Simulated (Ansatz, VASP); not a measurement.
## Si2W in VASP and in Ansatz

```
Si W
1.0
    -1.61452    1.61452    3.93343
     1.61452   -1.61452    3.93343
     1.61452    1.61452   -3.93343
Si W
2 1
Cartesian
  0.0000 0.0000 2.6317
  0.0000 0.0000 5.2352
  0.0000 0.0000 0.0000
```

Alike in both runs: functional PBE; k mesh 20 × 20 × 20; occupations gaussian, width 0.1 eV; no spin polarisation.

Ansatz relaxed the structure, and its values are those at the end. VASP's run is a single point on that final structure, the one shown.

```csv
,VASP,Ansatz
version,VASP 6.6.1,Ansatz 0.2.0
potentials or method,"VASP PAW PBE potentials, release 64 (Si, W_sv), cutoff 520 eV","scalar-relativistic, plane waves, PAW"
valence electrons in the cell,22,22
```

```csv
,VASP,Ansatz,Ansatz less VASP
gap on the k mesh at the Fermi level (eV),none,none,-
pressure (GPa),0.1,0.0,-0.05
rms of the force components (eV/Å),0.003,0.004,+0.0013
```

A gap of «none» marks a metal or a gap that the smearing closes. The functional is the same, so the differences come from potentials, cutoffs and numerics.

Spin-orbit coupling is off throughout.
